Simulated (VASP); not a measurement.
YIr2, 6 atoms in the cell. It takes space group Fd-3m (No. 227, cubic). The conventional cell has a = 7.539 Å, b = 7.539 Å, c = 7.539 Å, α = 90.00°, β = 90.00°, γ = 90.00°. Within 4.1 Å of Y (site symmetry -43m) lie 12 Ir at 3.13 Å and 4 Y at 3.26 Å. Within 3.5 Å of Ir (site symmetry -3m) lie 6 Ir at 2.67 Å and 6 Y at 3.13 Å. 

```yaml
Program: VASP 6.6.1
Task: single point
Functional: r2SCAN
Potentials_or_basis: VASP PAW PBE potentials, release 64 (Y_sv, Ir)
Cutoff: 520 eV
k_mesh: 8 × 8 × 8
Occupations: gaussian, width 0.1 eV
Spin: no spin polarisation
Dipole_correction: no
Further_INCAR_settings: ALGO = Normal; EDIFF = 1e-07; NBANDS = 38
```

Potentials or basis: VASP PAW PBE potentials, release 64 (Y_sv, Ir).

Run with:

```console
$ cat potpaw_PBE.64/Y_sv/POTCAR potpaw_PBE.64/Ir/POTCAR > POTCAR
$ cp INCAR.step1 INCAR
$ mpirun -np 1 vasp_std > vasp.out
$ cp INCAR.step2 INCAR
$ mpirun -np 1 vasp_std > vasp.out
```

Hardware: 1 thread of Intel(R) Xeon(R) 6975P-C (Granite Rapids), on a shared host.

Problem. Estimate the wall time of this run.

Solution. Wall time 5.6 min on 1 thread of Intel(R) Xeon(R) 6975P-C (Granite Rapids), on a shared host, peak memory 0.33 GiB. Counts: k points 29.
